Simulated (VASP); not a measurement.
Runs of VASP 6.6.1 on Nb. The structure is that of space group Im-3m (No. 229), or close to it. The cells are those of the table. 

```csv
level,cell,k mesh,gap on the mesh (eV),pressure (GPa)
r2SCAN,"a = 2.860 Å, angles 109.5°, 1 atom",18 × 18 × 18,none,0.0
PBE,"a = 2.871 Å, angles 109.5°, 1 atom",8 × 8 × 8,none,(a)
r2SCAN,"a = 2.862 Å, angles 109.5°, 1 atom",18 × 18 × 18,none,-0.2
r2SCAN,"a = 2.871 Å, angles 109.5°, 1 atom",18 × 18 × 18,none,-1.8
```

Alike in all rows: task single point; potentials or basis VASP PAW PBE potentials, release 64 (Nb_sv); no spin polarisation; cutoff (eV) 520; smearing gaussian 0.05 eV.

Fill in the values left out.

(a) -0.7.

Caveats: the PAW data sets were made with another functional, which shifts forces and pressure a little (at least some runs).

A k mesh can miss the band edges, and the runs leave out spin-orbit coupling on Nb.

A gap of «none» marks levels without a gap at the run's occupations.
